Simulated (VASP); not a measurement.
# LiSi16 (a cell with a defect) in VASP: single point with PBE

Aim: the single point of LiSi16 (a cell with a defect) with PBE.

Program: VASP 6.6.1. These are calculated values, not measurements. Logs are shortened: lines on timing, memory, paths and dates and some standing lists are left out, and cuts for length are marked.

## Step 1: The cell of the first run

The cell holds a defect, 17 atoms: a = 7.679 Å, b = 7.679 Å, c = 7.679 Å, α = 60.00°, β = 60.00°, γ = 60.00°.

## Step 2: Single point, PBE, collinear spin

INCAR reads:

```
SYSTEM = LiSi16
ALGO     = Normal         ! electronic algorithm
EDIFF    = 1E-6           ! SCF threshold, eV
ENCUT    = 520            ! plane-wave cutoff, eV
GGA      = PE             ! functional
ISIF     = 2              ! what is computed and relaxed
ISMEAR   = -1             ! smearing method
ISPIN    = 2              ! spin polarisation
LASPH    = .True.         ! aspherical terms in the spheres
LCHARG   = .True.         ! write CHGCAR
LELF     = .True.         ! ELF
LORBIT   = 11             ! projections on sites
LREAL    = Auto         
LVHAR    = .True.       
LWAVE    = .False.        ! write WAVECAR
MAGMOM   = 0 0 0 0 0 0 0 0 0 0 0 0 0 0 0 0 1 ! initial moments
NBANDS   = 52             ! bands
NELM     = 150            ! most SCF steps
PREC     = Accurate       ! precision mode
SIGMA    = 0.05           ! smearing width, eV
```

KPOINTS reads:

```
k-points
0
Gamma
  2 2 2
  0 0 0
```

POSCAR reads:

```
LiSi16
1.0
    0.0000000000      5.4300000000      5.4300000000
    5.4300000000      0.0000000000      5.4300000000
    5.4300000000      5.4300000000      0.0000000000
Si Li
16 1
Direct
    0.0019284429     -0.0017502572      0.0015725736
    0.1239191471      0.1283946306      0.1238288896
    0.0019000772     -0.0017775827      0.4982077727
    0.1338729305      0.1220513098      0.6220251659
   -0.0000178269      0.5000019931      0.0000134231
    0.1239189135      0.6238576509      0.1238286034
    0.0018994482      0.5016721017      0.4982071538
    0.1239061387      0.6238445913      0.6284052530
    0.4983366163     -0.0016971575      0.0016173745
    0.6223649915      0.1223164933      0.1330029300
    0.5004486078     -0.0000546197      0.4996677211
    0.6222726919      0.1222266345      0.6221975484
    0.4983359940      0.5017455761      0.0016167477
    0.6283764399      0.6238843629      0.1238554272
    0.4983083877      0.5017174132      0.4982597872
    0.6222703233      0.6333107854      0.6221953503
    0.7512139763      0.2498372745      0.7491295786
```

Potentials or basis: VASP PAW PBE potentials, release 64 (Si, Li_sv).

On the command line:

```
$ cat potpaw_PBE.64/Si/POTCAR potpaw_PBE.64/Li_sv/POTCAR > POTCAR
$ mpirun -np 1 vasp_std > vasp.out
```

OUTCAR:

```text
SYSTEM = LiSi16
   EDIFF = 1E-6
   ENCUT = 520
   GGA = PE
   ISIF = 2
   ISMEAR = -1
   ISPIN = 2
   LASPH = .True.
   LORBIT = 11
   LREAL = Auto
   NELM = 150
   PREC = Accurate

 ion  position               nearest neighbor table
   1  0.002  0.998  0.002-   2 2.35   6 2.35   4 2.38  10 2.38  17 2.73
   2  0.124  0.128  0.124-   5 2.33   3 2.35   1 2.35   9 2.35
   3  0.002  0.998  0.498-   8 2.35   2 2.35   4 2.38  12 2.38  17 2.73
   4  0.134  0.122  0.622-  11 2.30   1 2.38   3 2.38   7 2.38  17 2.40
   5  1.000  0.500  0.000-  14 2.33   2 2.33   6 2.33   8 2.33
   6  0.124  0.624  0.124-   5 2.33   7 2.35   1 2.35  13 2.35
   7  0.002  0.502  0.498-   8 2.35   6 2.35   4 2.38  16 2.38  17 2.73
   8  0.124  0.624  0.628-   5 2.33   7 2.35   3 2.35  15 2.35
   9  0.498  0.998  0.002-   2 2.35  14 2.35  12 2.38  10 2.38  17 2.74
  10  0.622  0.122  0.133-  11 2.30   9 2.38  13 2.38   1 2.38  17 2.41
  11  0.500  1.000  0.500-   4 2.30  16 2.30  12 2.30  10 2.30
  12  0.622  0.122  0.622-  11 2.30   9 2.38  15 2.38   3 2.38  17 2.40
  13  0.498  0.502  0.002-  14 2.35   6 2.35  16 2.38  10 2.38  17 2.74
  14  0.628  0.624  0.124-   5 2.33  15 2.35  13 2.35   9 2.35
  15  0.498  0.502  0.498-   8 2.35  14 2.35  12 2.38  16 2.38  17 2.74
  16  0.622  0.633  0.622-  11 2.30  13 2.38  15 2.38   7 2.38  17 2.40
  17  0.751  0.250  0.749-   4 2.40  16 2.40  12 2.40  10 2.41   7 2.73   3 2.73   1 2.73  15 2.74
                            13 2.74   9 2.74

  LATTYP: Found a face centered cubic cell.
 ALAT       =    10.8600000000

  Lattice vectors:

 A1 = (   0.0000000000,   5.4300000000,   5.4300000000)
 A2 = (   5.4300000000,   0.0000000000,   5.4300000000)
 A3 = (   5.4300000000,   5.4300000000,   0.0000000000)

Analysis of symmetry for initial positions (statically):
=====================================================================
 Subroutine PRICEL returns:
 Original cell was already a primitive cell.

 Routine SETGRP: Setting up the symmetry group for a
 face centered cubic supercell.

 Subroutine GETGRP returns: Found  1 space group operations
 (whereof  1 operations were pure point group operations)
 out of a pool of 48 trial point group operations.

The static configuration has the point symmetry C_1 .

Analysis of symmetry for dynamics (positions and initial velocities):
=====================================================================
 Subroutine PRICEL returns:
 Original cell was already a primitive cell.

 Routine SETGRP: Setting up the symmetry group for a
 face centered cubic supercell.

 Subroutine GETGRP returns: Found  1 space group operations
 (whereof  1 operations were pure point group operations)
 out of a pool of 48 trial point group operations.

The dynamic configuration has the point symmetry C_1 .

Analysis of structural, dynamic, and magnetic symmetry:
=====================================================================
 Subroutine PRICEL returns:
 Original cell was already a primitive cell.

 Routine SETGRP: Setting up the symmetry group for a
 face centered cubic supercell.

 Subroutine GETGRP returns: Found  1 space group operations
 (whereof  1 operations were pure point group operations)
 out of a pool of 48 trial point group operations.

The overall configuration has the point symmetry C_1 .

 Subroutine INISYM returns: Found  1 space group operations
 (whereof  1 operations are pure point group operations),
 and found     1 'primitive' translations

----------------------------------------------------------------------------------------

                                     Primitive cell

  volume of cell :     320.2060

  direct lattice vectors                    reciprocal lattice vectors
     0.000000000  5.430000000  5.430000000    -0.092081031  0.092081031  0.092081031
     5.430000000  0.000000000  5.430000000     0.092081031 -0.092081031  0.092081031
     5.430000000  5.430000000  0.000000000     0.092081031  0.092081031 -0.092081031

  length of vectors
[... 78 lines left out ...]
   number of dos      NEDOS =    301   number of ions     NIONS =     17
   total plane-waves  NPLWV = 216000
   dimension x,y,z NGX =    60 NGY =   60 NGZ =   60
   dimension x,y,z NGXF=   120 NGYF=  120 NGZF=  120
   ions per type =              16   1
   NGX,Y,Z   is equivalent  to a cutoff of  12.99, 12.99, 12.99 a.u.
   NGXF,Y,Z  is equivalent  to a cutoff of  25.98, 25.98, 25.98 a.u.
 SYSTEM =  LiSi16
   PREC   = accura    normal or accurate (medium, high low for compatibility)
   ISTART =      0    job   : 0-new  1-cont  2-samecut
   ICHARG =      2    charge: 1-file 2-atom 10-const
   ISPIN  =      2    spin polarized calculation?
   LNONCOLLINEAR =      F non collinear calculations
   LSORBIT =      F    spin-orbit coupling
   LASPH  =      T    aspherical Exc in radial PAW
   ENCUT  =  520.0 eV  38.22 Ry    6.18 a.u.  14.28 14.28 14.28*2*pi/ulx,y,z
   NELM   =    150;   NELMIN=  2; NELMDL= -5     # of ELM steps
   EDIFF  = 0.1E-05   stopping-criterion for ELM
   LREAL  =      T    real-space projection
   EDIFFG = 0.1E-04   stopping-criterion for IOM
   NSW    =      0    number of steps for IOM
   IBRION =     -1    ionic relax: 0-MD 1-quasi-New 2-CG
   NFREE  =      0    steps in history (QN), initial steepest desc. (CG)
   ISIF   =      2    stress and relaxation
   ISYM   =      2    0-nonsym 1-usesym 2-fastsym
   POTIM  = 0.5000    time-step for ionic-motion
   TEBEG  =    0.0;   TEEND  =   0.0 temperature during run
   PSTRESS=    0.0 pullay stress
   NELECT =      67.0000    total number of electrons
   NUPDOWN=      -1.0000    fix difference up-down
   EMIN   =  10.00;   EMAX   =-10.00  energy-range for DOS
   EFERMI =   0.00;   METHOD = LEGACY
   ISMEAR =    -1;   SIGMA  =   0.05  broadening in eV -4-tet -1-fermi 0-gaus
   EFERMI_NEDOS =   21; number of points for ismear=-14 and -15
   IALGO  =     38    algorithm
   IMIX   =      4    mixing-type and parameters
     AMIX     =   0.40;   BMIX     =  1.00
     AMIX_MAG =   1.60;   BMIX_MAG =  1.00
  volume/ion in A,a.u.               =      18.84       127.11
  Fermi-wavevector in a.u.,A,eV,Ry     =   0.971904  1.836632 12.852022  0.944597
  Thomas-Fermi vector in A             =   2.102159
   LORBIT       =     11    0 simple, 1 ext, 2 COOP (PROOUT), +10 PAW based schemes
   GGA     = PE    functional components
   LHFCALC =     F    Hartree Fock is set to
   AEXX    =    0.0000 exact exchange contribution
   IVDW    =     0    specifies the selected vdW correction
   LEPSILON=     F    determine dielectric tensor
   LRPA    =     F    only Hartree local field effects (RPA)
 spin polarized calculation
  energy-cutoff  :      520.00
  volume of cell :      320.21
 maximum number of plane-waves:      8646
 NGX is ok and might be reduce to    60
   NGX = 29   NGY = 29   NGZ = 29

 number of electron      66.9999998 magnetization      -0.0001919

 number of electron      66.9999998 magnetization       0.0000269

 Free energy of the ion-electron system (eV)
  ---------------------------------------------------
  ext. energy  EPLUGINS =         0.00000000
  ---------------------------------------------------
  free energy    TOTEN  =       -86.88409068 eV

  energy without entropy =      -86.85119589  energy(sigma->0) =      -86.86764329

 E-fermi :   6.6890     XC(G=0):  -9.5302

 val. band max:        6.6555326522   @ k =   0.0000   0.0000   0.0000
 cond. band min:       6.8392327774   @ k =   0.0000   0.0000   0.0000
 fundamental gap:      0.1837001252
 Fermi energy:         6.6889527638

 spin component 1

 k-point     1 :       0.0000    0.0000    0.0000
  band No.  band energies     occupation
      1     -40.4667      1.00000
      2      -5.9814      1.00000
      3      -3.7501      1.00000
      4      -3.6532      1.00000
      5      -3.6528      1.00000
      6      -3.6526      1.00000
[... 373 lines left out ...]
     44      10.2472      0.00000
     45      10.3313      0.00000
 Fermi energy:         6.6889527638

 spin component 2

 k-point     1 :       0.0000    0.0000    0.0000
  band No.  band energies     occupation
      1     -40.4667      1.00000
      2      -5.9814      1.00000
      3      -3.7501      1.00000
      4      -3.6532      1.00000
      5      -3.6528      1.00000
      6      -3.6526      1.00000
[... 373 lines left out ...]
     44      10.2472      0.00000
     45      10.3313      0.00000
 [bands above 45 left out]

------------------------ aborting loop because EDIFF is reached ----------------------------------------

  FORCE on cell =-STRESS in cart. coord.  units (eV):
  Direction    XX          YY          ZZ          XY          YZ          ZX
  --------------------------------------------------------------------------------------
  -------------------------------------------------------------------------------------
  Total        7.0766157      7.0769805      7.0766273     -0.0032810      0.0033032     -0.0026794
  in kB       35.4084331     35.4102586     35.4084915     -0.0164168      0.0165281     -0.0134066
  external PRESSURE =      35.4090610 kB  Pullay stress =       0.0000000 kB

 VOLUME and BASIS-vectors are now :
 -----------------------------------------------------------------------------
  energy-cutoff  :      520.00
  volume of cell :      320.21
      direct lattice vectors                 reciprocal lattice vectors
     0.000000000  5.430000000  5.430000000    -0.092081031  0.092081031  0.092081031
     5.430000000  0.000000000  5.430000000     0.092081031 -0.092081031  0.092081031
     5.430000000  5.430000000  0.000000000     0.092081031  0.092081031 -0.092081031

 POSITION                                       TOTAL-FORCE (eV/Angst)
 -----------------------------------------------------------------------------------
      5.42904      0.01901      5.43097         0.000230     -0.014188     -0.000232
      1.36957      1.34527      1.37006        -0.013862      0.013020     -0.011231
      8.12562      2.71559      5.43067         0.015287     -0.000323      0.000202
      4.04034      4.10453      1.38967         0.004376     -0.006621     -0.004333
      2.71508      5.42998      8.14491        -0.000083      0.000072      0.000097
      4.05994      1.34527      4.06043         0.011240      0.012997      0.013867
[... 9 lines left out ...]
      6.81740      6.75745      6.81781        -0.009257      0.007270     -0.003206
      5.42439      8.14687      5.43571         0.012321     -0.004489     -0.012438
 -----------------------------------------------------------------------------------
    total drift:                                0.003475     -0.001407     -0.003520

  FREE ENERGIE OF THE ION-ELECTRON SYSTEM (eV)
  ---------------------------------------------------
  free  energy   TOTEN  =       -86.8840906821 eV

  energy  without entropy=      -86.8511958896  energy(sigma->0) =      -86.86764329

 total charge

# of ion       s       p       d       tot
------------------------------------------
    1        0.738   0.948   0.000   1.686
    2        0.742   0.955   0.000   1.696
    3        0.739   0.948   0.000   1.686
    4        0.744   0.965   0.000   1.708
    5        0.735   0.969   0.000   1.704
    6        0.742   0.955   0.000   1.696
[... 9 lines left out ...]
   16        0.744   0.965   0.000   1.708
   17        2.028   0.087   0.000   2.115
--------------------------------------------------
tot         13.869  15.398   0.000  29.267

 magnetization (x)

# of ion       s       p       d       tot
------------------------------------------
    1       -0.000  -0.000   0.000  -0.000
    2        0.000   0.000   0.000   0.000
    3       -0.000  -0.000   0.000  -0.000
    4       -0.000  -0.000   0.000  -0.000
    5        0.000   0.000   0.000   0.000
    6        0.000   0.000   0.000   0.000
[... 9 lines left out ...]
   16       -0.000  -0.000   0.000  -0.000
   17       -0.000  -0.000   0.000  -0.000
--------------------------------------------------
tot         -0.000  -0.000   0.000  -0.000
```

Wall time 14 min (1 thread of Intel Xeon Platinum 8375C at 2.90GHz (Ice Lake), shared host); peak memory 0.7 GiB.

Results:

- Free energy: -86.8841 eV
- Largest force: 0.022 eV/Å
- Net moment: 0.00 μB per cell
- Valence electrons inside the program's atomic spheres: Si 1.69, 1.70, 1.71 (each value once); Li 2.12

Forces in eV/Å, atoms in the order of the input:
```
Si   0.000 -0.014  0.000
Si  -0.014  0.013 -0.011
Si   0.015  0.000  0.000
Si   0.004 -0.007 -0.004
Si   0.000  0.000  0.000
Si   0.011  0.013  0.014
Si   0.000  0.000 -0.015
Si  -0.013 -0.012  0.013
Si   0.000  0.001  0.013
Si  -0.009 -0.005  0.009
Si   0.000  0.000  0.000
Si   0.003  0.007  0.009
Si  -0.013  0.001  0.000
Si   0.012 -0.013 -0.012
Si  -0.001  0.014  0.001
Si  -0.009  0.007 -0.003
Li   0.012 -0.004 -0.012
```

Caveat: the k points lie up to 0.50 Å⁻¹ apart; the cutoff is under 1.25 times the usual one of these potentials, so pressure, stress and relaxed cells hold a basis-set (Pulay) error.
